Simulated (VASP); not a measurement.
# Ti3Se (Pm-3m) in VASP: a series of runs

The runs below take Ti3Se through single point, relaxation of cell and atoms, with PBE.

Program: VASP 6.6.1. These are calculated values, not measurements. Logs are shortened: lines on timing, memory, paths and dates and some standing lists are left out, and cuts for length are marked.

## Step 1: The cell of the first run

The structure is cubic, space group Pm-3m (No. 221). The conventional cell has a = 4.113 Å, b = 4.113 Å, c = 4.113 Å, α = 90.00°, β = 90.00°, γ = 90.00°. Within 3.8 Å of Ti (site symmetry 4/mmm) lie 8 Ti at 2.91 Å and 4 Se at 2.91 Å. Se (site symmetry m-3m) has 12 Ti at 2.91 Å within 3.8 Å.

## Step 2: Single point, PBE, collinear spin, ferromagnetic start

INCAR reads:

```
SYSTEM = Ti3Se
PREC = Accurate
ENCUT = 520
EDIFF = 1E-7
ISMEAR = 0
SIGMA = 0.1
LREAL = .False.
LASPH = .True.
NELM = 150
ALGO = Normal
ISIF = 2
LWAVE = .False.
LCHARG = .False.
ISPIN = 2
MAGMOM = 1 1 1 0
LORBIT = 11
LMAXMIX = 4
GGA = PE
NBANDS = 33
```

KPOINTS reads:

```
regular mesh
0
Gamma
  4 4 4
  0 0 0
```

POSCAR reads:

```
Ti3Se
1.0
    4.1132981672      0.0000000000      0.0000000000
    0.0000000000      4.1132981672      0.0000000000
    0.0000000000      0.0000000000      4.1132981672
Ti Se
3 1
Direct
    0.0000000000      0.5000000000      0.5000000000
    0.5000000000      0.0000000000      0.5000000000
    0.5000000000      0.5000000000      0.0000000000
    0.0000000000      0.0000000000      0.0000000000
```

Potentials or basis: VASP PAW PBE potentials, release 64 (Ti_sv, Se).

Run with:

```sh
> cat potpaw_PBE.64/Ti_sv/POTCAR potpaw_PBE.64/Se/POTCAR > POTCAR
> mpirun -np 1 vasp_std > vasp.out
```

OUTCAR:

```text
SYSTEM = Ti3Se
   PREC = Accurate
   ENCUT = 520
   EDIFF = 1E-7
   ISMEAR = 0
   LREAL = .False.
   LASPH = .True.
   NELM = 150
   ISIF = 2
   ISPIN = 2
   LORBIT = 11
   GGA = PE

 ion  position               nearest neighbor table
   1  0.000  0.500  0.500-   2 2.91   3 2.91   3 2.91   2 2.91   2 2.91   3 2.91   3 2.91   2 2.91

   2  0.500  0.000  0.500-   1 2.91   3 2.91   3 2.91   1 2.91   3 2.91   3 2.91   1 2.91   1 2.91

   3  0.500  0.500  0.000-   1 2.91   2 2.91   1 2.91   2 2.91   2 2.91   2 2.91   1 2.91   1 2.91

   4  0.000  0.000  0.000-

  LATTYP: Found a simple cubic cell.
 ALAT       =     4.1132981672

  Lattice vectors:

 A1 = (   4.1132981672,   0.0000000000,   0.0000000000)
 A2 = (   0.0000000000,   4.1132981672,   0.0000000000)
 A3 = (   0.0000000000,   0.0000000000,   4.1132981672)

Analysis of symmetry for initial positions (statically):
=====================================================================
 Subroutine PRICEL returns:
 Original cell was already a primitive cell.

 Routine SETGRP: Setting up the symmetry group for a
 simple cubic supercell.

 Subroutine GETGRP returns: Found 48 space group operations
 (whereof 48 operations were pure point group operations)
 out of a pool of 48 trial point group operations.

The static configuration has the point symmetry O_h .

Analysis of symmetry for dynamics (positions and initial velocities):
=====================================================================
 Subroutine PRICEL returns:
 Original cell was already a primitive cell.

 Routine SETGRP: Setting up the symmetry group for a
 simple cubic supercell.

 Subroutine GETGRP returns: Found 48 space group operations
 (whereof 48 operations were pure point group operations)
 out of a pool of 48 trial point group operations.

The dynamic configuration has the point symmetry O_h .

Analysis of structural, dynamic, and magnetic symmetry:
=====================================================================
 Subroutine PRICEL returns:
 Original cell was already a primitive cell.

 Routine SETGRP: Setting up the symmetry group for a
 simple cubic supercell.

 Subroutine GETGRP returns: Found 48 space group operations
 (whereof 48 operations were pure point group operations)
 out of a pool of 48 trial point group operations.

The overall configuration has the point symmetry O_h .

 Subroutine INISYM returns: Found 48 space group operations
 (whereof 48 operations are pure point group operations),
 and found     1 'primitive' translations

----------------------------------------------------------------------------------------

                                     Primitive cell

  volume of cell :      69.5938

  direct lattice vectors                    reciprocal lattice vectors
     4.113298167  0.000000000  0.000000000     0.243113910  0.000000000  0.000000000
     0.000000000  4.113298167  0.000000000     0.000000000  0.243113910  0.000000000
     0.000000000  0.000000000  4.113298167     0.000000000  0.000000000  0.243113910

  length of vectors
     4.113298167  4.113298167  4.113298167     0.243113910  0.243113910  0.243113910

  position of ions in fractional coordinates (direct lattice)
     0.000000000  0.500000000  0.500000000
     0.500000000  0.000000000  0.500000000
     0.500000000  0.500000000  0.000000000
     0.000000000  0.000000000  0.000000000

  ion indices of the primitive-cell ions
   primitive index   ion index
                 1           1
                 2           2
                 3           3
                 4           4

----------------------------------------------------------------------------------------

 KPOINTS: regular mesh

Automatic generation of k-mesh.
 Grid dimensions read from file:
 generate k-points for:    4    4    4

 Generating k-lattice:

  Cartesian coordinates                     Fractional coordinates (reciprocal lattice)
     0.060778477  0.000000000  0.000000000     0.250000000  0.000000000  0.000000000
     0.000000000  0.060778477  0.000000000     0.000000000  0.250000000  0.000000000
     0.000000000  0.000000000  0.060778477     0.000000000  0.000000000  0.250000000

  Length of vectors
     0.060778477  0.060778477  0.060778477

  Shift w.r.t. Gamma in fractional coordinates (k-lattice)
     0.000000000  0.000000000  0.000000000

 Subroutine IBZKPT returns following result:
 ===========================================

 Found     10 irreducible k-points:

 Following reciprocal coordinates:
            Coordinates               Weight
  0.000000  0.000000  0.000000      1.000000
  0.250000  0.000000  0.000000      6.000000
  0.500000  0.000000  0.000000      3.000000
  0.250000  0.250000  0.000000     12.000000
  0.500000  0.250000  0.000000     12.000000
  0.500000  0.500000  0.000000      3.000000
  0.250000  0.250000  0.250000      8.000000
  0.500000  0.250000  0.250000     12.000000
  0.500000  0.500000  0.250000      6.000000
  0.500000  0.500000  0.500000      1.000000
   k-points           NKPTS =     10   k-points in BZ     NKDIM =     10   number of bands    NBANDS=     33
   number of dos      NEDOS =    301   number of ions     NIONS =      4
   total plane-waves  NPLWV =  32768
   dimension x,y,z NGX =    32 NGY =   32 NGZ =   32
   dimension x,y,z NGXF=    64 NGYF=   64 NGZF=   64
   ions per type =               3   1
   NGX,Y,Z   is equivalent  to a cutoff of  12.93, 12.93, 12.93 a.u.
   NGXF,Y,Z  is equivalent  to a cutoff of  25.87, 25.87, 25.87 a.u.
 SYSTEM =  Ti3Se
   PREC   = accura    normal or accurate (medium, high low for compatibility)
   ISTART =      0    job   : 0-new  1-cont  2-samecut
   ICHARG =      2    charge: 1-file 2-atom 10-const
   ISPIN  =      2    spin polarized calculation?
   LNONCOLLINEAR =      F non collinear calculations
   LSORBIT =      F    spin-orbit coupling
   LASPH  =      T    aspherical Exc in radial PAW
   ENCUT  =  520.0 eV  38.22 Ry    6.18 a.u.   7.65  7.65  7.65*2*pi/ulx,y,z
   NELM   =    150;   NELMIN=  2; NELMDL= -5     # of ELM steps
   EDIFF  = 0.1E-06   stopping-criterion for ELM
   LREAL  =      F    real-space projection
   EDIFFG = 0.1E-05   stopping-criterion for IOM
   NSW    =      0    number of steps for IOM
   IBRION =     -1    ionic relax: 0-MD 1-quasi-New 2-CG
   NFREE  =      0    steps in history (QN), initial steepest desc. (CG)
   ISIF   =      2    stress and relaxation
   ISYM   =      2    0-nonsym 1-usesym 2-fastsym
   POTIM  = 0.5000    time-step for ionic-motion
   TEBEG  =    0.0;   TEEND  =   0.0 temperature during run
   PSTRESS=    0.0 pullay stress
   NELECT =      42.0000    total number of electrons
   NUPDOWN=      -1.0000    fix difference up-down
   EMIN   =  10.00;   EMAX   =-10.00  energy-range for DOS
   EFERMI =   0.00;   METHOD = LEGACY
   ISMEAR =     0;   SIGMA  =   0.10  broadening in eV -4-tet -1-fermi 0-gaus
   EFERMI_NEDOS =   21; number of points for ismear=-14 and -15
   IALGO  =     38    algorithm
   IMIX   =      4    mixing-type and parameters
     AMIX     =   0.40;   BMIX     =  1.00
     AMIX_MAG =   1.60;   BMIX_MAG =  1.00
  volume/ion in A,a.u.               =      17.40       117.41
  Fermi-wavevector in a.u.,A,eV,Ry     =   1.383464  2.614367 26.041163  1.913972
  Thomas-Fermi vector in A             =   2.508059
   LORBIT       =     11    0 simple, 1 ext, 2 COOP (PROOUT), +10 PAW based schemes
   GGA     = PE    functional components
   LHFCALC =     F    Hartree Fock is set to
   AEXX    =    0.0000 exact exchange contribution
   IVDW    =     0    specifies the selected vdW correction
   LEPSILON=     F    determine dielectric tensor
   LRPA    =     F    only Hartree local field effects (RPA)
 spin polarized calculation
 Gauss-broadening in eV      SIGMA  =   0.10
  energy-cutoff  :      520.00
  volume of cell :       69.59
 maximum number of plane-waves:      1888
 NGX is ok and might be reduce to    32
   NGX = 15   NGY = 15   NGZ = 15

 number of electron      42.0000019 magnetization       0.0019736

 number of electron      42.0000019 magnetization      -0.0004169

 Free energy of the ion-electron system (eV)
  ---------------------------------------------------
  ext. energy  EPLUGINS =         0.00000000
  ---------------------------------------------------
  free energy    TOTEN  =       -28.21525556 eV

  energy without entropy =      -28.20370831  energy(sigma->0) =      -28.20948193

 E-fermi :   8.6681     XC(G=0): -11.4036

 val. band max:        8.6617498309   @ k =   0.0000   0.0000   0.0000
 cond. band min:       8.7424851802   @ k =   0.5000   0.2500   0.2500
 fundamental gap:      0.0807353493
 Fermi energy:         8.6680679425

 spin component 1

 k-point     1 :       0.0000    0.0000    0.0000
  band No.  band energies     occupation
      1     -48.2003      1.00000
      2     -48.0781      1.00000
      3     -48.0781      1.00000
      4     -24.6483      1.00000
      5     -24.6483      1.00000
      6     -24.6483      1.00000
[... 25 lines left out ...]
     32      12.2995      0.00000
     33      14.9640      0.00000

 k-point     2 :       0.2500    0.0000    0.0000
  band No.  band energies     occupation
      1     -48.1847      1.00000
      2     -48.0936      1.00000
      3     -48.0779      1.00000
      4     -24.6135      1.00000
      5     -24.6135      1.00000
      6     -24.6048      1.00000
[... 25 lines left out ...]
     32      12.3009      0.00000
     33      13.3364      0.00000
[... 250 lines left out ...]
     32      11.6651      0.00000
     33      14.3753      0.00000

 k-point    10 :       0.5000    0.5000    0.5000
  band No.  band energies     occupation
      1     -48.1178      1.00000
      2     -48.1178      1.00000
      3     -48.1178      1.00000
      4     -24.6954      1.00000
      5     -24.6954      1.00000
      6     -24.6954      1.00000
[... 25 lines left out ...]
     32      11.9398      0.00000
     33      14.9469      0.00000
 Fermi energy:         8.6680679425

 spin component 2

 k-point     1 :       0.0000    0.0000    0.0000
  band No.  band energies     occupation
      1     -48.2004      1.00000
      2     -48.0782      1.00000
      3     -48.0782      1.00000
      4     -24.6484      1.00000
      5     -24.6484      1.00000
      6     -24.6484      1.00000
[... 25 lines left out ...]
     32      12.2994      0.00000
     33      14.9640      0.00000

 k-point     2 :       0.2500    0.0000    0.0000
  band No.  band energies     occupation
      1     -48.1848      1.00000
      2     -48.0937      1.00000
      3     -48.0780      1.00000
      4     -24.6137      1.00000
      5     -24.6137      1.00000
      6     -24.6049      1.00000
[... 25 lines left out ...]
     32      12.3007      0.00000
     33      13.3364      0.00000
[... 250 lines left out ...]
     32      11.6649      0.00000
     33      14.3752      0.00000

 k-point    10 :       0.5000    0.5000    0.5000
  band No.  band energies     occupation
      1     -48.1179      1.00000
      2     -48.1179      1.00000
      3     -48.1179      1.00000
      4     -24.6955      1.00000
      5     -24.6955      1.00000
      6     -24.6955      1.00000
[... 25 lines left out ...]
     32      11.9396      0.00000
     33      14.9469      0.00000

------------------------ aborting loop because EDIFF is reached ----------------------------------------

  FORCE on cell =-STRESS in cart. coord.  units (eV):
  Direction    XX          YY          ZZ          XY          YZ          ZX
  --------------------------------------------------------------------------------------
  -------------------------------------------------------------------------------------
  Total       -3.8130355     -3.8130355     -3.8130355      0.0000000      0.0000000     -0.0000000
  in kB      -87.7830871    -87.7830871    -87.7830871      0.0000000      0.0000000     -0.0000000
  external PRESSURE =     -87.7830871 kB  Pullay stress =       0.0000000 kB

 VOLUME and BASIS-vectors are now :
 -----------------------------------------------------------------------------
  energy-cutoff  :      520.00
  volume of cell :       69.59
      direct lattice vectors                 reciprocal lattice vectors
     4.113298167  0.000000000  0.000000000     0.243113910  0.000000000  0.000000000
     0.000000000  4.113298167  0.000000000     0.000000000  0.243113910  0.000000000
     0.000000000  0.000000000  4.113298167     0.000000000  0.000000000  0.243113910

 POSITION                                       TOTAL-FORCE (eV/Angst)
 -----------------------------------------------------------------------------------
      0.00000      2.05665      2.05665         0.000000      0.000000      0.000000
      2.05665      0.00000      2.05665         0.000000      0.000000      0.000000
      2.05665      2.05665      0.00000         0.000000      0.000000      0.000000
      0.00000      0.00000      0.00000         0.000000      0.000000      0.000000
 -----------------------------------------------------------------------------------
    total drift:                                0.000000     -0.000000     -0.000000

  FREE ENERGIE OF THE ION-ELECTRON SYSTEM (eV)
  ---------------------------------------------------
  free  energy   TOTEN  =       -28.2152555563 eV

  energy  without entropy=      -28.2037083135  energy(sigma->0) =      -28.20948193

 total charge

# of ion       s       p       d       tot
------------------------------------------
    1        2.197   6.080   1.985  10.262
    2        2.197   6.080   1.985  10.262
    3        2.197   6.080   1.985  10.262
    4        1.421   2.274   0.097   3.792
--------------------------------------------------
tot          8.011  20.514   6.053  34.578

 magnetization (x)

# of ion       s       p       d       tot
------------------------------------------
    1        0.000  -0.000  -0.000  -0.000
    2        0.000  -0.000  -0.000  -0.000
    3        0.000  -0.000  -0.000  -0.000
    4       -0.000   0.000   0.000   0.000
--------------------------------------------------
tot          0.000  -0.000  -0.000  -0.000
```

It took 40 s on 1 thread of Intel Xeon Platinum 8488C (Sapphire Rapids), shared host; peak memory 0.21 GiB.

What came out:

```yaml
Free_energy: -28.2153 eV
Pressure: -8.8 GPa
Band_gap_on_the_k_mesh: zero (filled and empty bands overlap)
Net_moment: 0.00 μB per cell
Valence_electrons_inside_the_program's_atomic_spheres: Ti 10.26; Se 3.79
```

Levels at points of the mesh, in eV from the Fermi level:
Spin up:
| k point | band 17 | band 18 | band 19 | band 20 | band 21 | band 22 | band 23 | band 24 |
| --- | --- | --- | --- | --- | --- | --- | --- | --- |
| (0.00, 0.00, 0.00) | -3.85 | -2.28 | -2.28 | -1.44 | -1.44 | -1.44 | -0.01 | 1.34 |
| (0.50, 0.00, 0.00) | -2.24 | -0.98 | -0.84 | 0.12 | 0.12 | 0.23 | 0.26 | 0.48 |
| (0.50, 0.50, 0.00) | -1.81 | -0.58 | -0.53 | -0.53 | 0.27 | 0.27 | 0.97 | 1.24 |
| (0.50, 0.50, 0.50) | -2.34 | -2.34 | -2.34 | 0.37 | 0.37 | 0.37 | 0.57 | 0.61 |
Spin down:
```csv
k point,band 16,band 17,band 18,band 19,band 20,band 21,band 22,band 23,band 24,band 25
"(0.00, 0.00, 0.00)",-4.04,-3.85,-2.28,-2.28,-1.44,-1.44,-1.44,-0.01,1.34,1.34
"(0.50, 0.00, 0.00)",-4.63,-2.24,-0.98,-0.84,0.12,0.12,0.23,0.26,0.48,1.21
"(0.50, 0.50, 0.00)",-4.88,-1.81,-0.58,-0.53,-0.53,0.27,0.27,0.97,1.24,1.27
"(0.50, 0.50, 0.50)",-5.28,-2.34,-2.34,-2.34,0.37,0.37,0.37,0.57,0.61,1.38
```

Caveat: the k points lie up to 0.38 Å⁻¹ apart.

(Part 1 of 2 ends here.)
